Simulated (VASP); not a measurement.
Here is a VASP 6.6.1 calculation.

File INCAR:

```
PREC = Accurate
ENCUT = 600
EDIFF = 1E-7
ISMEAR = 0
SIGMA = 0.1
LREAL = False
LASPH = True
NELM = 100
ALGO = Fast
ISIF = 3
LWAVE = False
LCHARG = False
GGA = PE
IBRION = 2
NSW = 100
EDIFFG = -0.01
```

File KPOINTS:

```
regular mesh
0
Gamma
  8 8 10
```

The input POSCAR:

```
Be
1.0
    5.3082938875      0.0000000000      0.0000000000
    0.0000000000      5.3082938875      0.0000000000
    0.0000000000      0.0000000000      4.2224889574
Be
12
Direct
    0.8358886825      0.8358886825      0.6250000000
    0.1641113175      0.1641113175      0.1250000000
    0.1641113175      0.8358886825      0.3750000000
    0.8358886825      0.1641113175      0.8750000000
    0.2332212474      0.5272263160      0.0018481480
    0.7667787526      0.4727736840      0.5018481480
    0.4727736840      0.2332212474      0.7518481480
    0.5272263160      0.7667787526      0.2518481480
    0.7667787526      0.5272263160      0.9981518520
    0.2332212474      0.4727736840      0.4981518520
    0.5272263160      0.2332212474      0.2481518520
    0.4727736840      0.7667787526      0.7481518520
```

Potentials or basis: VASP PAW PBE potentials, release 64 (Be).

The run is started by

```bash
$ cat potpaw_PBE.64/Be/POTCAR > POTCAR
$ mpirun -np 1 vasp_std > vasp.out
```

(1) What does it give for the band gap on the k mesh?

(2) What does it give for the relaxed cell?

(3) Estimate the space group after relaxing (to 0.1 Å).

(4) Estimate the relaxed volume.

Answers

(1) zero (bands 12 and 13 overlap by 1.31 eV).

(2) a = 5.311 Å, b = 5.311 Å, c = 4.233 Å, α = 90.00°, β = 90.00°, γ = 90.00°.

(3) P4_322 (No. 95).

(4) 9.95 Å³/atom.
